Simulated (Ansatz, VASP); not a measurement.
## Yb: VASP beside Ansatz

```
CELL_PARAMETERS angstrom
0.00000 2.45695 2.45695
2.45695 0.00000 2.45695
2.45695 2.45695 0.00000
ATOMIC_POSITIONS crystal
Yb 0.00000 0.00000 0.00000
```

Alike in both runs: task single point; functional LDA; k mesh 11 × 11 × 11; occupations gaussian, width 0.01 eV; no spin polarisation.

```csv
,VASP,Ansatz
version,VASP 6.6.1,Ansatz 0.2.0
potentials or method,"VASP PAW PBE potentials, release 64 (Yb), cutoff 520 eV","plane waves (420 eV) with PAW, scalar-relativistic"
valence electrons in the cell,24,24
```

|  | VASP | Ansatz | Ansatz less VASP |
| --- | --- | --- | --- |
| pressure (GPa) | -0.1 | 0.2 | +0.27 |

VASP's potentials were made for PBE, not for LDA, and Ansatz warns of the same on its side. LDA's correlation is that of Perdew and Zunger in VASP and of Perdew and Wang (1992) in Ansatz.

Spin-orbit coupling is off throughout.
